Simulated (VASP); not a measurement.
# V (Im-3m) in VASP: further runs

V is run at these levels: PBE; tasks: relaxation of cell and atoms.

Everything below comes from runs of VASP 6.6.1. Logs are shortened: lines on timing, memory, paths and dates and some standing lists are left out, and cuts for length are marked.

### Step 1. The cell of the first run

The structure is cubic, space group Im-3m (No. 229). Conventional cell: a = 2.997 Å, b = 2.997 Å, c = 2.997 Å, α = 90.00°, β = 90.00°, γ = 90.00°. V (site symmetry m-3m) has 14 V at 2.60 to 3.00 Å within 3.4 Å.

### Step 2. Relaxation of cell and atoms, PBE

INCAR reads:

```
PREC = Accurate ; ENCUT = 600
EDIFF = 1E-6 ; ISMEAR = -1
SIGMA = 0.15 ; LREAL = F
LASPH = T ; NELM = 60
ALGO = Fast ; ISIF = 3
LWAVE = F ; LCHARG = F
GGA = PE ; IBRION = 2
NSW = 80 ; EDIFFG = -0.001
```

KPOINTS reads:

```
Automatic mesh
0
Gamma
  20 20 20
```

POSCAR reads:

```
V
1.0
   -1.4986123201      1.4986123201      1.4986123201
    1.4986123201     -1.4986123201      1.4986123201
    1.4986123201      1.4986123201     -1.4986123201
V
1
Direct
    0.0000000000      0.0000000000      0.0000000000
```

Potentials or basis: VASP PAW PBE potentials, release 64 (V_sv).

Started as:

```bash
$ cat potpaw_PBE.64/V_sv/POTCAR > POTCAR
$ mpirun -np 1 vasp_std > vasp.out
```

OUTCAR:

```text
PREC = Accurate
   ENCUT = 600
   EDIFF = 1E-6
   ISMEAR = -1
   LREAL = F
   LASPH = T
   NELM = 60
   ISIF = 3
   GGA = PE
   IBRION = 2
   NSW = 80
   EDIFFG = -0.001

 ion  position               nearest neighbor table
   1  0.000  0.000  0.000-

  LATTYP: Found a body centered cubic cell.
 ALAT       =     2.9972246402

  Lattice vectors:

 A1 = (  -1.4986123201,   1.4986123201,   1.4986123201)
 A2 = (   1.4986123201,  -1.4986123201,   1.4986123201)
 A3 = (   1.4986123201,   1.4986123201,  -1.4986123201)

Analysis of symmetry for initial positions (statically):
=====================================================================
 Subroutine PRICEL returns:
 Original cell was already a primitive cell.

 Routine SETGRP: Setting up the symmetry group for a
 body centered cubic supercell.

 Subroutine GETGRP returns: Found 48 space group operations
 (whereof 48 operations were pure point group operations)
 out of a pool of 48 trial point group operations.

The static configuration has the point symmetry O_h .

Analysis of symmetry for dynamics (positions and initial velocities):
=====================================================================
 Subroutine PRICEL returns:
 Original cell was already a primitive cell.

 Routine SETGRP: Setting up the symmetry group for a
 body centered cubic supercell.

 Subroutine GETGRP returns: Found 48 space group operations
 (whereof 48 operations were pure point group operations)
 out of a pool of 48 trial point group operations.

The dynamic configuration has the point symmetry O_h .

 Subroutine INISYM returns: Found 48 space group operations
 (whereof 48 operations are pure point group operations),
 and found     1 'primitive' translations

----------------------------------------------------------------------------------------

                                     Primitive cell

  volume of cell :      13.4626

  direct lattice vectors                    reciprocal lattice vectors
    -1.498612320  1.498612320  1.498612320     0.000000000  0.333641992  0.333641992
     1.498612320 -1.498612320  1.498612320     0.333641992  0.000000000  0.333641992
     1.498612320  1.498612320 -1.498612320     0.333641992  0.333641992  0.000000000

  length of vectors
     2.595672679  2.595672679  2.595672679     0.471841030  0.471841030  0.471841030

  position of ions in fractional coordinates (direct lattice)
     0.000000000  0.000000000  0.000000000

  ion indices of the primitive-cell ions
   primitive index   ion index
                 1           1

----------------------------------------------------------------------------------------

 KPOINTS: Automatic mesh

Automatic generation of k-mesh.
 Grid dimensions read from file:
 generate k-points for:   20   20   20

 Generating k-lattice:

  Cartesian coordinates                     Fractional coordinates (reciprocal lattice)
     0.000000000  0.016682100  0.016682100     0.050000000  0.000000000  0.000000000
     0.016682100  0.000000000  0.016682100     0.000000000  0.050000000  0.000000000
     0.016682100  0.016682100  0.000000000     0.000000000  0.000000000  0.050000000

  Length of vectors
     0.023592052  0.023592052  0.023592052

  Shift w.r.t. Gamma in fractional coordinates (k-lattice)
     0.000000000  0.000000000  0.000000000

 Subroutine IBZKPT returns following result:
 ===========================================

 Found    256 irreducible k-points:

 Following reciprocal coordinates:
            Coordinates               Weight
  0.000000  0.000000  0.000000      1.000000
  0.050000  0.000000  0.000000     12.000000
  0.100000  0.000000  0.000000     12.000000
  0.150000  0.000000  0.000000     12.000000
  0.200000  0.000000  0.000000     12.000000
  0.250000  0.000000  0.000000     12.000000
[... 16 lines left out ...]
  0.200000  0.100000  0.000000     48.000000
  0.250000  0.100000  0.000000     48.000000
 [... further k-points ...]
   k-points           NKPTS =    256   k-points in BZ     NKDIM =    256   number of bands    NBANDS=     10
   number of dos      NEDOS =    301   number of ions     NIONS =      1
   total plane-waves  NPLWV =  13824
   dimension x,y,z NGX =    24 NGY =   24 NGZ =   24
   dimension x,y,z NGXF=    48 NGYF=   48 NGZF=   48
   ions per type =               1
   NGX,Y,Z   is equivalent  to a cutoff of  15.37, 15.37, 15.37 a.u.
   NGXF,Y,Z  is equivalent  to a cutoff of  30.74, 30.74, 30.74 a.u.
 SYSTEM =  unknown system
   PREC   = accura    normal or accurate (medium, high low for compatibility)
   ISTART =      0    job   : 0-new  1-cont  2-samecut
   ICHARG =      2    charge: 1-file 2-atom 10-const
   ISPIN  =      1    spin polarized calculation?
   LNONCOLLINEAR =      F non collinear calculations
   LSORBIT =      F    spin-orbit coupling
   LASPH  =      T    aspherical Exc in radial PAW
   ENCUT  =  600.0 eV  44.10 Ry    6.64 a.u.   5.18  5.18  5.18*2*pi/ulx,y,z
   NELM   =     60;   NELMIN=  2; NELMDL= -5     # of ELM steps
   EDIFF  = 0.1E-05   stopping-criterion for ELM
   LREAL  =      F    real-space projection
   EDIFFG = -.1E-02   stopping-criterion for IOM
   NSW    =     80    number of steps for IOM
   IBRION =      2    ionic relax: 0-MD 1-quasi-New 2-CG
   NFREE  =      1    steps in history (QN), initial steepest desc. (CG)
   ISIF   =      3    stress and relaxation
   ISYM   =      2    0-nonsym 1-usesym 2-fastsym
   POTIM  = 0.5000    time-step for ionic-motion
   TEBEG  =    0.0;   TEEND  =   0.0 temperature during run
   PSTRESS=    0.0 pullay stress
   NELECT =      13.0000    total number of electrons
   NUPDOWN=      -1.0000    fix difference up-down
   EMIN   =  10.00;   EMAX   =-10.00  energy-range for DOS
   EFERMI =   0.00;   METHOD = LEGACY
   ISMEAR =    -1;   SIGMA  =   0.15  broadening in eV -4-tet -1-fermi 0-gaus
   EFERMI_NEDOS =   21; number of points for ismear=-14 and -15
   IALGO  =     68    algorithm
   IMIX   =      4    mixing-type and parameters
     AMIX     =   0.40;   BMIX     =  1.00
     AMIX_MAG =   1.60;   BMIX_MAG =  1.00
  volume/ion in A,a.u.               =      13.46        90.85
  Fermi-wavevector in a.u.,A,eV,Ry     =   1.618130  3.057822 35.624728  2.618344
  Thomas-Fermi vector in A             =   2.712443
   LORBIT       =      0    0 simple, 1 ext, 2 COOP (PROOUT), +10 PAW based schemes
   GGA     = PE    functional components
   LHFCALC =     F    Hartree Fock is set to
   AEXX    =    0.0000 exact exchange contribution
   IVDW    =     0    specifies the selected vdW correction
   LEPSILON=     F    determine dielectric tensor
   LRPA    =     F    only Hartree local field effects (RPA)
 conjugate gradient relaxation of ions
 non-spin polarized calculation
 RMM-DIIS sequential band-by-band and
  energy-cutoff  :      600.00
  volume of cell :       13.46
 maximum number of plane-waves:       466
 NGX is ok and might be reduce to    24
   NGX = 11   NGY = 11   NGZ = 11

--------------------------------------- Ionic step        1  -------------------------------------------

 number of electron      12.9999999 magnetization

 Free energy of the ion-electron system (eV)
  ---------------------------------------------------
  ext. energy  EPLUGINS =         0.00000000
  ---------------------------------------------------
  free energy    TOTEN  =        -9.05532123 eV

  energy without entropy =       -8.93534304  energy(sigma->0) =       -8.99533214

------------------------ aborting loop because EDIFF is reached ----------------------------------------

  FORCE on cell =-STRESS in cart. coord.  units (eV):
  Direction    XX          YY          ZZ          XY          YZ          ZX
  --------------------------------------------------------------------------------------
  -------------------------------------------------------------------------------------
  Total        0.0761521      0.0761521      0.0761521     -0.0000000     -0.0000000     -0.0000000
  in kB        9.0628456      9.0628456      9.0628456     -0.0000000     -0.0000000     -0.0000000
  external PRESSURE =       9.0628456 kB  Pullay stress =       0.0000000 kB

 VOLUME and BASIS-vectors are now :
 -----------------------------------------------------------------------------
  energy-cutoff  :      600.00
  volume of cell :       13.46
      direct lattice vectors                 reciprocal lattice vectors
    -1.498612320  1.498612320  1.498612320     0.000000000  0.333641992  0.333641992
     1.498612320 -1.498612320  1.498612320     0.333641992  0.000000000  0.333641992
     1.498612320  1.498612320 -1.498612320     0.333641992  0.333641992  0.000000000
[... 36 lines left out ...]
 POSITION                                       TOTAL-FORCE (eV/Angst)
 -----------------------------------------------------------------------------------
      1.50412      1.50412      1.50412        -0.000000     -0.000000     -0.000000
 -----------------------------------------------------------------------------------
    total drift:                               -0.000000     -0.000000      0.000000

  FREE ENERGIE OF THE ION-ELECTRON SYSTEM (eV)
  ---------------------------------------------------
  free  energy   TOTEN  =        -9.0552021951 eV

  energy  without entropy=       -8.9338368903  energy(sigma->0) =       -8.99451954

--------------------------------------- Ionic step        3  -------------------------------------------

 number of electron      13.0000000 magnetization

 Free energy of the ion-electron system (eV)
  ---------------------------------------------------
  ext. energy  EPLUGINS =         0.00000000
  ---------------------------------------------------
  free energy    TOTEN  =        -9.05549377 eV

  energy without entropy =       -8.93491660  energy(sigma->0) =       -8.99520519

 E-fermi :   9.6986     XC(G=0): -12.8804

 val. band max:        9.6938246683   @ k =  -0.4000   0.4000   0.1000
 cond. band min:       9.7210020739   @ k =   0.1500   0.0000   0.0000
 fundamental gap:      0.0271774056
 Fermi energy:         9.6986395088

 k-point     1 :       0.0000    0.0000    0.0000
  band No.  band energies     occupation
      1     -54.0574      2.00000
      2     -27.3657      2.00000
      3     -27.3657      2.00000
      4     -27.3657      2.00000
      5       3.0774      2.00000
      6      10.0738      0.15155
      7      10.0738      0.15155
      8      10.0738      0.15155
      9      12.0740      0.00000
     10      12.0740      0.00000

 k-point     2 :       0.0500    0.0000    0.0000
  band No.  band energies     occupation
      1     -54.0528      2.00000
      2     -27.3884      2.00000
      3     -27.3726      2.00000
      4     -27.3658      2.00000
      5       3.1784      2.00000
      6      10.0306      0.19711
      7      10.0652      0.15982
      8      10.1455      0.09675
      9      12.0233      0.00000
     10      12.0767      0.00000
[... 274 lines left out ...]
 k-point    24 :       0.2500    0.1000    0.0000
  band No.  band energies     occupation
      1     -53.9230      2.00000
      2     -27.9641      2.00000
      3     -27.5581      2.00000
      4     -27.3997      2.00000
      5       6.0825      2.00000
      6       9.0167      1.97902
      7       9.3855      1.77942
      8      11.6999      0.00000
      9      12.3581      0.00000
     10      12.6158      0.00000

 [... further k-points ...]

------------------------ aborting loop because EDIFF is reached ----------------------------------------

  FORCE on cell =-STRESS in cart. coord.  units (eV):
  Direction    XX          YY          ZZ          XY          YZ          ZX
  --------------------------------------------------------------------------------------
  -------------------------------------------------------------------------------------
  Total       -0.0009540     -0.0009540     -0.0009540     -0.0000000     -0.0000000     -0.0000000
  in kB       -0.1129961     -0.1129961     -0.1129961     -0.0000000     -0.0000000     -0.0000000
  external PRESSURE =      -0.1129961 kB  Pullay stress =       0.0000000 kB

 VOLUME and BASIS-vectors are now :
 -----------------------------------------------------------------------------
  energy-cutoff  :      600.00
  volume of cell :       13.53
      direct lattice vectors                 reciprocal lattice vectors
    -1.500999758  1.500999758  1.500999758     0.000000000  0.333111313  0.333111313
     1.500999758 -1.500999758  1.500999758     0.333111313  0.000000000  0.333111313
     1.500999758  1.500999758 -1.500999758     0.333111313  0.333111313  0.000000000

 POSITION                                       TOTAL-FORCE (eV/Angst)
 -----------------------------------------------------------------------------------
      0.00000      0.00000      0.00000         0.000000     -0.000000      0.000000
 -----------------------------------------------------------------------------------
    total drift:                                0.000000      0.000000      0.000000

  FREE ENERGIE OF THE ION-ELECTRON SYSTEM (eV)
  ---------------------------------------------------
  free  energy   TOTEN  =        -9.0554937731 eV

  energy  without entropy=       -8.9349166012  energy(sigma->0) =       -8.99520519

 reached required accuracy - stopping structural energy minimisation
```

It took 61 s on 1 thread of Intel Xeon Platinum 8259CL at 2.50GHz (Skylake/Cascade Lake), shared host; peak memory 0.18 GiB.

Results:

- Free energy: -9.0555 eV
- Relaxed volume: 13.53 Å³/atom
- Relaxed cell: a = 2.600 Å, b = 2.600 Å, c = 2.600 Å, α = 109.47°, β = 109.47°, γ = 109.47°
- Space group after relaxing (to 0.1 Å): Im-3m (No. 229)
- Energy gained by relaxing: 0.2 meV/atom
- Ionic steps: 3
- Pressure after relaxing: 0.0 GPa
- Band gap on the k mesh: zero (an odd number of electrons rules out a gap without spin polarisation)

The path:
```tsv
step	energy change (eV)	largest force (eV/Å)	pressure (GPa)	volume (Å³)
1	0.0000	0.0000	0.91	13.46
2	0.0001	0.0000	-1.12	13.61
3	-0.0002	0.0000	-0.01	13.53
```

Final structure:
```
V
1.0
    -1.50100    1.50100    1.50100
     1.50100   -1.50100    1.50100
     1.50100    1.50100   -1.50100
V
1
Cartesian
  0.0000 0.0000 0.0000
```

### Step 3. Relaxation of cell and atoms, PBE

This run uses another cell than the first one, of 13.85 Å³/atom.

INCAR reads:

```
SYSTEM = V
  PREC = Accurate
  ENCUT = 600
  EDIFF = 1E-6
  ISMEAR = 0
  SIGMA = 0.1
  LREAL = .FALSE.
  LASPH = .TRUE.
  NELM = 60
  ALGO = Normal
  ISIF = 3
  LWAVE = .FALSE.
  LCHARG = .FALSE.
  GGA = PE
  IBRION = 2
  NSW = 100
  EDIFFG = -0.002
```

KPOINTS reads:

```
regular mesh
0
G
  20 20 20
  0 0 0
```

POSCAR reads:

```
V
1.0
   -1.5129450000      1.5129450000      1.5129450000
    1.5129450000     -1.5129450000      1.5129450000
    1.5129450000      1.5129450000     -1.5129450000
V
1
Direct
    0.0000000000      0.0000000000      0.0000000000
```

Potentials or basis: VASP PAW PBE potentials, release 64 (V_sv).

Started as:

```bash
$ cat potpaw_PBE.64/V_sv/POTCAR > POTCAR
$ mpirun -np 1 vasp_std > vasp.out
```

Run time: 78 s. Hardware: 1 thread of Intel Xeon Platinum 8259CL at 2.50GHz (Skylake/Cascade Lake), shared host; peak memory 0.18 GiB.

Results (log left out):

```yaml
Free_energy: -8.9970 eV
Relaxed_volume: 13.47 Å³/atom
Relaxed_cell: a = 2.596 Å, b = 2.596 Å, c = 2.596 Å, α = 109.47°, β = 109.47°, γ = 109.47°
Space_group_after_relaxing_to_0.1_Å: Im-3m (No. 229)
Energy_gained_by_relaxing: 5.9 meV/atom
Ionic_steps: 8
Pressure_after_relaxing: 0.0 GPa
Band_gap_on_the_k_mesh: zero (an odd number of electrons rules out a gap without spin polarisation)
```

The path:
| step | energy change (eV) | largest force (eV/Å) | pressure (GPa) | volume (Å³) |
| --- | --- | --- | --- | --- |
| 1 | 0.0000 | 0.0000 | -4.84 | 13.85 |
| 2 | 0.0027 | 0.0000 | 6.49 | 13.03 |
| 3 | -0.0059 | 0.0000 | -0.06 | 13.47 |
| 4 | -0.0059 | 0.0000 | 0.10 | 13.47 |
| 5 | -0.0059 | 0.0000 | -0.13 | 13.48 |
| 6 | -0.0059 | 0.0000 | 0.03 | 13.47 |
| 7 | -0.0059 | 0.0000 | -0.04 | 13.47 |
| 8 | -0.0059 | 0.0000 | -0.01 | 13.47 |

Final structure:
```
V
1.0
    -1.49897    1.49897    1.49897
     1.49897   -1.49897    1.49897
     1.49897    1.49897   -1.49897
V
1
Cartesian
  1.4990 1.4990 -1.4990
```

Levels at points of the mesh, in eV from the Fermi level:
```
           k point  band 3  band 4  band 5  band 6  band 7  band 8  band 9  band 10
(0.00, 0.00, 0.00)  -37.02  -37.02   -6.58    0.41    0.41    0.41    2.42     2.42
(0.50, 0.00, 0.00)  -37.30  -37.03   -3.17   -1.13    1.64    2.42    2.78     4.11
(0.50, 0.50, 0.50)  -37.63  -37.63   -2.99   -2.99    3.72    3.72    3.72    10.21
```
